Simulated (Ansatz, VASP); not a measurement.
**Cd2HgTe3: VASP beside Ansatz**

```
CELL_PARAMETERS angstrom
4.68910 0.00000 0.00000
-2.34455 4.06088 0.00000
0.00000 0.00000 11.46309
ATOMIC_POSITIONS crystal
Cd 0.33333 0.66667 0.66600
Cd 0.66667 0.33333 0.33338
Hg 0.00000 0.00000 0.99999
Te 0.33333 0.66667 0.91581
Te 0.66667 0.33333 0.58368
Te 0.00000 0.00000 0.25113
```

Alike in both runs: functional PBE; k mesh 6 × 6 × 2; occupations gaussian, width 0.1 eV; no spin polarisation.

Ansatz relaxed the structure, and its values are those at the end. VASP's run is a single point on that final structure, the one shown.

```csv
,VASP,Ansatz
version,VASP 6.6.1,Ansatz 0.2.0
potentials or method,"VASP PAW PBE potentials, release 64 (Cd, Hg, Te), cutoff 520 eV","scalar-relativistic, plane waves, PAW"
valence electrons in the cell,54,108
```

VASP gave:

| Quantity | Value |
| --- | --- |
| gap on the k mesh at the Fermi level (eV) | none |
| pressure (GPa) | 0.2 |
| rms of the force components (eV/Å) | 0.003 |

What did Ansatz give for the same quantities?

gap on the k mesh at the Fermi level (eV): none; pressure (GPa): 0.1; rms of the force components (eV/Å): 0.003.

A gap of «none» marks a metal or a gap that the smearing closes. The functional is the same, so the differences come from potentials, cutoffs and numerics. VASP's potentials hold 54 valence electrons a cell and Ansatz's 108, so a difference there can come from the potentials and not from the codes.

Spin-orbit coupling is off throughout.
